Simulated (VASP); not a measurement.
A run of VASP 6.6.1 is set up as follows.

Contents of INCAR:

```
PREC = Accurate
ENCUT = 520
EDIFF = 1E-6
ISMEAR = -1
SIGMA = 0.05
LREAL = False
LASPH = True
NELM = 150
ALGO = Normal
ISIF = 2
LWAVE = False
LCHARG = True
LMAXMIX = 4
LDAU = True
LDAUTYPE = 2
LDAUL = -1 2 -1
LDAUU = 0 5 0
LDAUJ = 0 0 0
LDAUPRINT = 1
GGA = PS
LELF = True
LVHAR = True
NBANDS = 28
```

File KPOINTS:

```
Automatic mesh
0
Gamma
  7 7 7
```

POSCAR

```
BaTiO3
1.0
    2.8162488125      1.6259620100      2.2994732914
   -2.8162488125      1.6259620100      2.2994732914
    0.0000000000     -3.2519240200      2.2994732913
Ba Ti O
1 1 3
Direct
    0.0038098268      0.0038098268      0.0038098268
    0.5037655185      0.5037655185      0.5037655185
    0.5038650992      0.0038944563      0.5038650992
    0.0038944563      0.5038650992      0.5038650992
    0.5038650992      0.5038650992      0.0038944563
```

Potentials or basis: VASP PAW PBE potentials, release 64 (Ba_sv, Ti_sv, O).

Command:

```sh
$ cat potpaw_PBE.64/Ba_sv/POTCAR potpaw_PBE.64/Ti_sv/POTCAR potpaw_PBE.64/O/POTCAR > POTCAR
$ mpirun -np 1 vasp_std > vasp.out
```

(1) Predict the band gap on the k mesh.

(2) Predict the pressure.

(3) Estimate the largest force.

## Answers

(1) 2.39 eV (least direct gap 2.51 eV).

(2) 4.3 GPa.

(3) 0.004 eV/Å.

Caveat: the cell stands under pressure; the PAW data sets were made with another functional, which shifts forces and pressure a little; spin-orbit coupling is left out, which moves the levels of the heavy elements.
